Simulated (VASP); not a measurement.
# Pb in VASP: single point with PBE

Aim: the single point of Pb with PBE.

Everything below comes from runs of VASP 6.6.1. Logs are shortened: lines on timing, memory, paths and dates and some standing lists are left out, and cuts for length are marked.

## 1. The cell of the first run

The cell holds a sublattice, 1 atom: a = 5.870 Å, b = 5.870 Å, c = 5.870 Å, α = 90.00°, β = 90.00°, γ = 90.00°.

## 2. Single point, PBE

Contents of INCAR:

```
SYSTEM = Pb
PREC = Accurate
ENCUT = 400
EDIFF = 1E-6
ISMEAR = 0
SIGMA = 0.1
LREAL = .FALSE.
LASPH = .TRUE.
NELM = 120
ALGO = Normal
ISIF = 2
LWAVE = .FALSE.
LCHARG = .FALSE.
GGA = PE
NBANDS = 13
GGA_COMPAT = .FALSE.
```

Contents of KPOINTS:

```
regular mesh
0
G
  4 4 4
  0 0 0
```

Contents of POSCAR:

```
Pb
1.0
    5.8700000000      0.0000000000      0.0000000000
    0.0000000000      5.8700000000      0.0000000000
    0.0000000000      0.0000000000      5.8700000000
Pb
1
Direct
    0.5000000000      0.5000000000      0.5000000000
```

Potentials or basis: VASP PAW PBE potentials, release 64 (Pb_d).

On the command line:

```bash
$ cat potpaw_PBE.64/Pb_d/POTCAR > POTCAR
$ mpirun -np 1 vasp_std > vasp.out
```

OUTCAR:

```text
SYSTEM = Pb
   PREC = Accurate
   ENCUT = 400
   EDIFF = 1E-6
   ISMEAR = 0
   LREAL = .FALSE.
   LASPH = .TRUE.
   NELM = 120
   ISIF = 2
   GGA = PE

 ion  position               nearest neighbor table
   1  0.500  0.500  0.500-

  LATTYP: Found a simple cubic cell.
 ALAT       =     5.8700000000

  Lattice vectors:

 A1 = (   5.8700000000,   0.0000000000,   0.0000000000)
 A2 = (   0.0000000000,   5.8700000000,   0.0000000000)
 A3 = (   0.0000000000,   0.0000000000,   5.8700000000)

Analysis of symmetry for initial positions (statically):
=====================================================================
 Subroutine PRICEL returns:
 Original cell was already a primitive cell.

 Routine SETGRP: Setting up the symmetry group for a
 simple cubic supercell.

 Subroutine GETGRP returns: Found 48 space group operations
 (whereof 48 operations were pure point group operations)
 out of a pool of 48 trial point group operations.

The static configuration has the point symmetry O_h .

Analysis of symmetry for dynamics (positions and initial velocities):
=====================================================================
 Subroutine PRICEL returns:
 Original cell was already a primitive cell.

 Routine SETGRP: Setting up the symmetry group for a
 simple cubic supercell.

 Subroutine GETGRP returns: Found 48 space group operations
 (whereof 48 operations were pure point group operations)
 out of a pool of 48 trial point group operations.

The dynamic configuration has the point symmetry O_h .

 Subroutine INISYM returns: Found 48 space group operations
 (whereof 48 operations are pure point group operations),
 and found     1 'primitive' translations

----------------------------------------------------------------------------------------

                                     Primitive cell

  volume of cell :     202.2620

  direct lattice vectors                    reciprocal lattice vectors
     5.870000000  0.000000000  0.000000000     0.170357751  0.000000000  0.000000000
     0.000000000  5.870000000  0.000000000     0.000000000  0.170357751  0.000000000
     0.000000000  0.000000000  5.870000000     0.000000000  0.000000000  0.170357751

  length of vectors
     5.870000000  5.870000000  5.870000000     0.170357751  0.170357751  0.170357751

  position of ions in fractional coordinates (direct lattice)
     0.500000000  0.500000000  0.500000000

  ion indices of the primitive-cell ions
   primitive index   ion index
                 1           1

----------------------------------------------------------------------------------------

 KPOINTS: regular mesh

Automatic generation of k-mesh.
 Grid dimensions read from file:
 generate k-points for:    4    4    4

 Generating k-lattice:

  Cartesian coordinates                     Fractional coordinates (reciprocal lattice)
     0.042589438  0.000000000  0.000000000     0.250000000  0.000000000  0.000000000
     0.000000000  0.042589438  0.000000000     0.000000000  0.250000000  0.000000000
     0.000000000  0.000000000  0.042589438     0.000000000  0.000000000  0.250000000

  Length of vectors
     0.042589438  0.042589438  0.042589438

  Shift w.r.t. Gamma in fractional coordinates (k-lattice)
     0.000000000  0.000000000  0.000000000

 Subroutine IBZKPT returns following result:
 ===========================================

 Found     10 irreducible k-points:

 Following reciprocal coordinates:
            Coordinates               Weight
  0.000000  0.000000  0.000000      1.000000
  0.250000  0.000000  0.000000      6.000000
  0.500000  0.000000  0.000000      3.000000
  0.250000  0.250000  0.000000     12.000000
  0.500000  0.250000  0.000000     12.000000
  0.500000  0.500000  0.000000      3.000000
  0.250000  0.250000  0.250000      8.000000
  0.500000  0.250000  0.250000     12.000000
  0.500000  0.500000  0.250000      6.000000
  0.500000  0.500000  0.500000      1.000000
   k-points           NKPTS =     10   k-points in BZ     NKDIM =     10   number of bands    NBANDS=     13
   number of dos      NEDOS =    301   number of ions     NIONS =      1
   total plane-waves  NPLWV =  64000
   dimension x,y,z NGX =    40 NGY =   40 NGZ =   40
   dimension x,y,z NGXF=    80 NGYF=   80 NGZF=   80
   ions per type =               1
   NGX,Y,Z   is equivalent  to a cutoff of  11.33, 11.33, 11.33 a.u.
   NGXF,Y,Z  is equivalent  to a cutoff of  22.66, 22.66, 22.66 a.u.
 SYSTEM =  Pb
   PREC   = accura    normal or accurate (medium, high low for compatibility)
   ISTART =      0    job   : 0-new  1-cont  2-samecut
   ICHARG =      2    charge: 1-file 2-atom 10-const
   ISPIN  =      1    spin polarized calculation?
   LNONCOLLINEAR =      F non collinear calculations
   LSORBIT =      F    spin-orbit coupling
   LASPH  =      T    aspherical Exc in radial PAW
   ENCUT  =  400.0 eV  29.40 Ry    5.42 a.u.   9.57  9.57  9.57*2*pi/ulx,y,z
   NELM   =    120;   NELMIN=  2; NELMDL= -5     # of ELM steps
   EDIFF  = 0.1E-05   stopping-criterion for ELM
   LREAL  =      F    real-space projection
   EDIFFG = 0.1E-04   stopping-criterion for IOM
   NSW    =      0    number of steps for IOM
   IBRION =     -1    ionic relax: 0-MD 1-quasi-New 2-CG
   NFREE  =      0    steps in history (QN), initial steepest desc. (CG)
   ISIF   =      2    stress and relaxation
   ISYM   =      2    0-nonsym 1-usesym 2-fastsym
   POTIM  = 0.5000    time-step for ionic-motion
   TEBEG  =    0.0;   TEEND  =   0.0 temperature during run
   PSTRESS=    0.0 pullay stress
   NELECT =      14.0000    total number of electrons
   NUPDOWN=      -1.0000    fix difference up-down
   EMIN   =  10.00;   EMAX   =-10.00  energy-range for DOS
   EFERMI =   0.00;   METHOD = LEGACY
   ISMEAR =     0;   SIGMA  =   0.10  broadening in eV -4-tet -1-fermi 0-gaus
   EFERMI_NEDOS =   21; number of points for ismear=-14 and -15
   IALGO  =     38    algorithm
   IMIX   =      4    mixing-type and parameters
     AMIX     =   0.40;   BMIX     =  1.00
     AMIX_MAG =   1.60;   BMIX_MAG =  1.00
  volume/ion in A,a.u.               =     202.26      1364.93
  Fermi-wavevector in a.u.,A,eV,Ry     =   0.672170  1.270218  6.147290  0.451813
  Thomas-Fermi vector in A             =   1.748210
   LORBIT       =      0    0 simple, 1 ext, 2 COOP (PROOUT), +10 PAW based schemes
   GGA     = PE    functional components
   LHFCALC =     F    Hartree Fock is set to
   AEXX    =    0.0000 exact exchange contribution
   IVDW    =     0    specifies the selected vdW correction
   LEPSILON=     F    determine dielectric tensor
   LRPA    =     F    only Hartree local field effects (RPA)
 non-spin polarized calculation
 Gauss-broadening in eV      SIGMA  =   0.10
  energy-cutoff  :      400.00
  volume of cell :      202.26
 maximum number of plane-waves:      3743
 NGX is ok and might be reduce to    40
   NGX = 19   NGY = 19   NGZ = 19

 number of electron      13.9999993 magnetization

 Free energy of the ion-electron system (eV)
  ---------------------------------------------------
  ext. energy  EPLUGINS =         0.00000000
  ---------------------------------------------------
  free energy    TOTEN  =        -0.60770762 eV

  energy without entropy =       -0.56849170  energy(sigma->0) =       -0.58809966

 E-fermi :  -1.9741     XC(G=0):  -3.6574

 val. band max:       -1.9822527022   @ k =   0.2500   0.2500   0.0000
 cond. band min:      -1.9496914828   @ k =   0.2500   0.2500   0.2500
 fundamental gap:      0.0325612194
 Fermi energy:        -1.9740689466

 k-point     1 :       0.0000    0.0000    0.0000
  band No.  band energies     occupation
      1     -19.7141      2.00000
      2     -19.7141      2.00000
      3     -19.7141      2.00000
      4     -19.7135      2.00000
      5     -19.7135      2.00000
      6     -10.5166      2.00000
      7      -1.5471      0.00000
      8      -1.5471      0.00000
      9      -1.5471      0.00000
     10       0.2406      0.00000
     11       2.6920      0.00000
     12       2.6920      0.00000
     13       5.3501      0.00000

 k-point     2 :       0.2500    0.0000    0.0000
  band No.  band energies     occupation
      1     -19.7141      2.00000
      2     -19.7141      2.00000
      3     -19.7140      2.00000
      4     -19.7134      2.00000
      5     -19.7131      2.00000
      6     -10.5042      2.00000
      7      -2.0071      1.35977
      8      -1.5055      0.00000
      9      -1.5055      0.00000
     10       0.7769      0.00000
     11       2.8866      0.00000
     12       2.9941      0.00000
     13       4.5444      0.00000

 k-point     3 :       0.5000    0.0000    0.0000
  band No.  band energies     occupation
      1     -19.7141      2.00000
      2     -19.7141      2.00000
      3     -19.7140      2.00000
      4     -19.7134      2.00000
      5     -19.7128      2.00000
      6     -10.4916      2.00000
      7      -2.3300      2.00000
      8      -1.4622      0.00000
      9      -1.4622      0.00000
     10       1.3157      0.00000
     11       2.5685      0.00000
     12       3.1803      0.00000
     13       4.0752      0.00000
[... 81 lines left out ...]
 k-point     9 :       0.5000    0.5000    0.2500
  band No.  band energies     occupation
      1     -19.7143      2.00000
      2     -19.7142      2.00000
      3     -19.7142      2.00000
      4     -19.7128      2.00000
      5     -19.7125      2.00000
      6     -10.4560      2.00000
      7      -2.1100      1.94545
      8      -2.1100      1.94545
      9      -1.7532      0.00179
     10       1.8727      0.00000
     11       2.7951      0.00000
     12       2.7951      0.00000
     13       3.6009      0.00000

 k-point    10 :       0.5000    0.5000    0.5000
  band No.  band energies     occupation
      1     -19.7143      2.00000
      2     -19.7143      2.00000
      3     -19.7143      2.00000
      4     -19.7125      2.00000
      5     -19.7125      2.00000
      6     -10.4443      2.00000
      7      -2.0414      1.65888
      8      -2.0414      1.65888
      9      -2.0414      1.65888
     10       2.2873      0.00000
     11       2.2873      0.00000
     12       2.2873      0.00000
     13       3.3337      0.00000

------------------------ aborting loop because EDIFF is reached ----------------------------------------

  FORCE on cell =-STRESS in cart. coord.  units (eV):
  Direction    XX          YY          ZZ          XY          YZ          ZX
  --------------------------------------------------------------------------------------
  -------------------------------------------------------------------------------------
  Total       -0.9727081     -0.9727081     -0.9727081     -0.0000000     -0.0000000      0.0000000
  in kB       -7.7051098     -7.7051098     -7.7051098     -0.0000000     -0.0000000      0.0000000
  external PRESSURE =      -7.7051098 kB  Pullay stress =       0.0000000 kB

 VOLUME and BASIS-vectors are now :
 -----------------------------------------------------------------------------
  energy-cutoff  :      400.00
  volume of cell :      202.26
      direct lattice vectors                 reciprocal lattice vectors
     5.870000000  0.000000000  0.000000000     0.170357751  0.000000000  0.000000000
     0.000000000  5.870000000  0.000000000     0.000000000  0.170357751  0.000000000
     0.000000000  0.000000000  5.870000000     0.000000000  0.000000000  0.170357751

 POSITION                                       TOTAL-FORCE (eV/Angst)
 -----------------------------------------------------------------------------------
      2.93500      2.93500      2.93500         0.000000      0.000000      0.000000
 -----------------------------------------------------------------------------------
    total drift:                               -0.000000      0.000000     -0.000000

  FREE ENERGIE OF THE ION-ELECTRON SYSTEM (eV)
  ---------------------------------------------------
  free  energy   TOTEN  =        -0.6077076189 eV

  energy  without entropy=       -0.5684917034  energy(sigma->0) =       -0.58809966
```

Wall time 16 s (1 thread of Intel Xeon Platinum 8259CL at 2.50GHz (Skylake/Cascade Lake), shared host); peak memory 0.23 GiB.

What came out:

```yaml
Free_energy: -0.6077 eV
Pressure: -0.8 GPa
Band_gap_on_the_k_mesh: zero (bands 7 and 8 overlap by 0.63 eV)
```

Caveat: spin-orbit coupling is left out, which moves the levels of the heavy elements.

The gap in the log of VASP goes by the Fermi energy; the results here count the filled bands.